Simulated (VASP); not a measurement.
## Cs: single point with PBE

Cs:

```
Cs
1.0
    -2.64040    2.64040    3.96060
     2.64040   -2.64040    3.96060
     2.64040    2.64040   -3.96060
Cs
1
Direct
  0.00000 0.00000 0.00000
```

This cell differs from its parent crystal: ratio of the length along z to the lengths across it x 1.5, volume and fractional coordinates fixed.

```json
{
  "Program": "VASP 6.6.1",
  "Task": "single point",
  "Functional": "PBE",
  "Potentials or basis": "VASP PAW PBE potentials, release 64 (Cs_sv)",
  "Cutoff": "520 eV",
  "k mesh": "12 × 12 × 12",
  "Occupations": "gaussian, width 0.15 eV",
  "Spin": "no spin polarisation",
  "Dipole correction": "no",
  "Further INCAR settings": "ALGO = Fast; EDIFF = 1e-06; NBANDS = 10"
}
```

The pressure is 0.1 GPa.

Levels at points of the mesh, in eV from the Fermi level:
```csv
k point,band 3,band 4,band 5,band 6,band 7,band 8
"(0.00, 0.00, 0.00)",-10.57,-10.57,-1.72,2.35,2.55,2.55
"(0.50, 0.00, 0.00)",-10.60,-10.58,-0.04,0.81,2.19,2.47
"(0.50, 0.50, 0.00)",-10.64,-10.62,0.28,0.99,1.62,3.96
"(0.50, 0.50, 0.50)",-10.61,-10.61,0.17,1.10,1.29,4.33
```

It took 75 s on 1 thread of AMD EPYC 9R45 96-Core Processor (Zen 5), on a shared host, peak memory 0.32 GiB.

Caveat: spin-orbit coupling is left out, which moves the levels of the heavy elements.
